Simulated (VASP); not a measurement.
# Bi (Im-3m) in VASP: a series of runs

The runs below take Bi through single point, with PBE+D3(BJ).

All numbers are computed with VASP 6.6.1; they aren't measurements. Logs are shortened: lines on timing, memory, paths and dates and some standing lists are left out, and cuts for length are marked.

## 1. The cell of the first run

Symmetry: Im-3m, No. 229, cubic system. The conventional cell has a = 3.963 Å, b = 3.963 Å, c = 3.963 Å, α = 90.00°, β = 90.00°, γ = 90.00°. Bi (site symmetry m-3m) has 14 Bi at 3.43 to 3.96 Å within 4.5 Å.

This isn't the form of Bi at room conditions, which is rhombohedral.

## 2. Single point, PBE+D3(BJ)

INCAR

```
SYSTEM = Bi
PREC     = Accurate       ! precision mode
ENCUT    = 520            ! plane-wave cutoff, eV
EDIFF    = 1E-7           ! SCF threshold, eV
ISMEAR   = 0              ! smearing method
SIGMA    = 0.15           ! smearing width, eV
LREAL    = .False.        ! projectors in reciprocal space
LASPH    = .True.         ! aspherical terms in the spheres
NELM     = 60             ! most SCF steps
ALGO     = Normal         ! electronic algorithm
ISIF     = 2              ! what is computed and relaxed
LWAVE    = .False.        ! write WAVECAR
LCHARG   = .True.         ! write CHGCAR
GGA      = PE             ! functional
IVDW     = 12             ! dispersion correction
LELF     = .True.         ! ELF
LVHAR    = .True.       
NBANDS   = 14             ! bands
```

KPOINTS

```
Automatic mesh
0
Gamma
  18 18 18
  0 0 0
```

POSCAR

```
Bi
1.0
   -1.9814305318      1.9814305318      1.9814305318
    1.9814305318     -1.9814305318      1.9814305318
    1.9814305318      1.9814305318     -1.9814305318
Bi
1
Direct
    0.0000000000      0.0000000000      0.0000000000
```

Potentials or basis: VASP PAW PBE potentials, release 64 (Bi_d).

On the command line:

```bash
cat potpaw_PBE.64/Bi_d/POTCAR > POTCAR
mpirun -np 1 vasp_std > vasp.out
```

OUTCAR:

```text
SYSTEM = Bi
   PREC = Accurate
   ENCUT = 520
   EDIFF = 1E-7
   ISMEAR = 0
   LREAL = .False.
   LASPH = .True.
   NELM = 60
   ISIF = 2
   GGA = PE
   IVDW = 12
 IVDW          = 12

 ion  position               nearest neighbor table
   1  0.000  0.000  0.000-

  LATTYP: Found a body centered cubic cell.
 ALAT       =     3.9628610636

  Lattice vectors:

 A1 = (  -1.9814305318,   1.9814305318,   1.9814305318)
 A2 = (   1.9814305318,  -1.9814305318,   1.9814305318)
 A3 = (   1.9814305318,   1.9814305318,  -1.9814305318)

Analysis of symmetry for initial positions (statically):
=====================================================================
 Subroutine PRICEL returns:
 Original cell was already a primitive cell.

 Routine SETGRP: Setting up the symmetry group for a
 body centered cubic supercell.

 Subroutine GETGRP returns: Found 48 space group operations
 (whereof 48 operations were pure point group operations)
 out of a pool of 48 trial point group operations.

The static configuration has the point symmetry O_h .

Analysis of symmetry for dynamics (positions and initial velocities):
=====================================================================
 Subroutine PRICEL returns:
 Original cell was already a primitive cell.

 Routine SETGRP: Setting up the symmetry group for a
 body centered cubic supercell.

 Subroutine GETGRP returns: Found 48 space group operations
 (whereof 48 operations were pure point group operations)
 out of a pool of 48 trial point group operations.

The dynamic configuration has the point symmetry O_h .

 Subroutine INISYM returns: Found 48 space group operations
 (whereof 48 operations are pure point group operations),
 and found     1 'primitive' translations

----------------------------------------------------------------------------------------

                                     Primitive cell

  volume of cell :      31.1169

  direct lattice vectors                    reciprocal lattice vectors
    -1.981430532  1.981430532  1.981430532     0.000000000  0.252342937  0.252342937
     1.981430532 -1.981430532  1.981430532     0.252342937  0.000000000  0.252342937
     1.981430532  1.981430532 -1.981430532     0.252342937  0.252342937  0.000000000

  length of vectors
     3.431938353  3.431938353  3.431938353     0.356866804  0.356866804  0.356866804

  position of ions in fractional coordinates (direct lattice)
     0.000000000  0.000000000  0.000000000

  ion indices of the primitive-cell ions
   primitive index   ion index
                 1           1

----------------------------------------------------------------------------------------

 KPOINTS: Automatic mesh
[... 82 lines left out ...]
   EFERMI =   0.00;   METHOD = LEGACY
   ISMEAR =     0;   SIGMA  =   0.15  broadening in eV -4-tet -1-fermi 0-gaus
   EFERMI_NEDOS =   21; number of points for ismear=-14 and -15
   IALGO  =     38    algorithm
   IMIX   =      4    mixing-type and parameters
     AMIX     =   0.40;   BMIX     =  1.00
     AMIX_MAG =   1.60;   BMIX_MAG =  1.00
  volume/ion in A,a.u.               =      31.12       209.99
  Fermi-wavevector in a.u.,A,eV,Ry     =   1.283630  2.425708 22.418388  1.647705
  Thomas-Fermi vector in A             =   2.415871
   LORBIT       =      0    0 simple, 1 ext, 2 COOP (PROOUT), +10 PAW based schemes
   GGA     = PE    functional components
   LHFCALC =     F    Hartree Fock is set to
   AEXX    =    0.0000 exact exchange contribution
   IVDW    =    12    specifies the selected vdW correction
   LEPSILON=     F    determine dielectric tensor
   LRPA    =     F    only Hartree local field effects (RPA)
 non-spin polarized calculation
 Gauss-broadening in eV      SIGMA  =   0.15
  energy-cutoff  :      520.00
  volume of cell :       31.12
 maximum number of plane-waves:       887
 NGX is ok and might be reduce to    28
   NGX = 13   NGY = 13   NGZ = 13

 number of electron      14.9999994 magnetization

 Free energy of the ion-electron system (eV)
  ---------------------------------------------------
  ext. energy  EPLUGINS =         0.00000000
  ---------------------------------------------------
  free energy    TOTEN  =        -3.75654792 eV

  energy without entropy =       -3.74682376  energy(sigma->0) =       -3.75168584

 E-fermi :   7.9298     XC(G=0): -10.2931

 val. band max:        7.9202787444   @ k =  -0.2222   0.2222   0.0556
 cond. band min:       7.9323273212   @ k =  -0.2778   0.3889   0.1111
 fundamental gap:      0.0120485767
 Fermi energy:         7.9298448903

 k-point     1 :       0.0000    0.0000    0.0000
  band No.  band energies     occupation
      1     -15.1192      2.00000
      2     -15.1192      2.00000
      3     -15.1192      2.00000
      4     -14.9905      2.00000
      5     -14.9905      2.00000
      6      -5.6017      2.00000
      7      13.0392      0.00000
      8      13.0392      0.00000
      9      13.0392      0.00000
     10      17.0480      0.00000
     11      18.3948      0.00000
     12      18.3948      0.00000
     13      18.3948      0.00000
     14      19.5996      0.00000
[... 377 lines left out ...]
      1     -15.1467      2.00000
      2     -15.0865      2.00000
      3     -15.0022      2.00000
      4     -14.9992      2.00000
      5     -14.9229      2.00000
      6      -2.6282      2.00000
      7       3.3329      2.00000
      8       8.4685      0.00000
      9      10.8029      0.00000
     10      14.8311      0.00000
     11      16.9580      0.00000
     12      19.3614      0.00000
     13      21.1728      0.00000
     14      24.8661      0.00000

 [... further k-points ...]

------------------------ aborting loop because EDIFF is reached ----------------------------------------

 Edisp (eV)   -0.50665

 E8    (eV) :    -0.2491

  FORCE on cell =-STRESS in cart. coord.  units (eV):
  Direction    XX          YY          ZZ          XY          YZ          ZX
  --------------------------------------------------------------------------------------
  -------------------------------------------------------------------------------------
  Total      -0.33634    -0.33634    -0.33634    -0.00000     0.00000     0.00000
  in kB     -17.31783   -17.31783   -17.31783    -0.00000     0.00000     0.00000
  external pressure =      -17.32 kB  Pullay stress =        0.00 kB

 VOLUME and BASIS-vectors are now :
 -----------------------------------------------------------------------------
  energy-cutoff  :      520.00
  volume of cell :       31.12
      direct lattice vectors                 reciprocal lattice vectors
    -1.981430532  1.981430532  1.981430532     0.000000000  0.252342937  0.252342937
     1.981430532 -1.981430532  1.981430532     0.252342937  0.000000000  0.252342937
     1.981430532  1.981430532 -1.981430532     0.252342937  0.252342937  0.000000000

 POSITION                                       TOTAL-FORCE (eV/Angst)
 -----------------------------------------------------------------------------------
      0.00000      0.00000      0.00000        -0.000000      0.000000      0.000000
 -----------------------------------------------------------------------------------
    total drift:                                0.000000     -0.000000     -0.000000

  FREE ENERGIE OF THE ION-ELECTRON SYSTEM (eV)
  ---------------------------------------------------
  free  energy   TOTEN  =        -4.2631938403 eV

  energy  without entropy=       -4.2534696759  energy(sigma->0) =       -4.25833176
```

OSZICAR:

```text
N       E                     dE             d eps       ncg     rms          rms(c)
DAV:   1     0.113635636024E+03    0.11364E+03   -0.76633E+03  5546   0.122E+03
DAV:   2     0.289500930229E+01   -0.11074E+03   -0.10722E+03  5940   0.341E+02
DAV:   3    -0.360338421992E+01   -0.64984E+01   -0.64661E+01  6974   0.789E+01
DAV:   4    -0.375322744815E+01   -0.14984E+00   -0.14980E+00  6860   0.128E+01
DAV:   5    -0.375979447172E+01   -0.65670E-02   -0.65668E-02  7894   0.246E+00    0.452E-01
DAV:   6    -0.375667852273E+01    0.31159E-02   -0.77037E-03  7464   0.118E+00    0.272E-01
DAV:   7    -0.375646763680E+01    0.21089E-03   -0.47748E-03  7272   0.939E-01    0.815E-02
DAV:   8    -0.375654843834E+01   -0.80802E-04   -0.49494E-04  7110   0.318E-01    0.928E-03
DAV:   9    -0.375654809757E+01    0.34078E-06   -0.10985E-05  7984   0.432E-02    0.421E-03
DAV:  10    -0.375654784612E+01    0.25145E-06   -0.10597E-06  6822   0.925E-03    0.542E-04
DAV:  11    -0.375654792247E+01   -0.76352E-07   -0.64168E-08  5514   0.375E-03
   1 F= -.42631938E+01 E0= -.42583318E+01  d E =-.972416E-02
```

stdout:

```text
POSCAR found type information on POSCAR Bi
 POSCAR found :  1 types and       1 ions
 scaLAPACK will be used
 LDA part: xc-table for (Slater+PW92), standard interpolation
 POSCAR, INCAR and KPOINTS ok, starting setup
 FFT: planning ... GRIDC
 FFT: planning ... GRID_SOFT
 FFT: planning ... GRID
 WAVECAR not read
 entering main loop
```

Run time: 1.9 min. Hardware: 1 thread of Intel Xeon 8259CL, shared host; peak memory 0.22 GiB.

Results:

```
Free energy                : -4.2632 eV
Pressure                   : -1.7 GPa
Band gap on the k mesh     : zero (an odd number of electrons rules out a gap without spin polarisation)
Dispersion energy per atom : -0.507 eV
```

Caveat: spin-orbit coupling is left out, which moves the levels of the heavy elements.

## 3. Single point, PBE+D3(BJ)

INCAR

```
PREC     = Accurate       # precision mode
ENCUT    = 520            # plane-wave cutoff, eV
EDIFF    = 1E-7           # SCF threshold, eV
ISMEAR   = 0              # smearing method
SIGMA    = 0.15           # smearing width, eV
LREAL    = False          # projectors in reciprocal space
LASPH    = True           # aspherical terms in the spheres
NELM     = 80             # most SCF steps
ALGO     = Normal         # electronic algorithm
ISIF     = 2              # what is computed and relaxed
LWAVE    = False          # write WAVECAR
LCHARG   = False          # write CHGCAR
GGA      = PE             # functional
IVDW     = 12             # dispersion correction
NBANDS   = 14             # bands
```

KPOINTS

```
Automatic mesh
0
Gamma
  18 18 18
```

POSCAR is that of step 2.

Potentials or basis: VASP PAW PBE potentials, release 64 (Bi_d).

On the command line:

```bash
cat potpaw_PBE.64/Bi_d/POTCAR > POTCAR
mpirun -np 1 vasp_std > vasp.out
```

Wall time 96 s (1 thread of Intel Xeon 8259CL, shared host); peak memory 0.22 GiB.

The run converged. Its results:

- Free energy: -4.2632 eV
- Pressure: -1.7 GPa
- Band gap on the k mesh: zero (an odd number of electrons rules out a gap without spin polarisation)
- Dispersion energy per atom: -0.507 eV

Levels at points of the mesh, in eV from the Fermi level:
```csv
k point,band 3,band 4,band 5,band 6,band 7,band 8,band 9,band 10,band 11,band 12
"(0.00, 0.00, 0.00)",-23.05,-22.92,-22.92,-13.53,5.11,5.11,5.11,9.12,10.46,10.46
"(0.50, 0.00, 0.00)",-22.93,-22.93,-22.84,-10.48,-5.08,1.57,3.45,5.96,7.55,12.38
"(0.50, 0.50, 0.50)",-22.86,-22.86,-22.86,-8.37,-1.81,-1.81,-1.81,3.52,3.52,15.34
```

Caveat: spin-orbit coupling is left out, which moves the levels of the heavy elements.
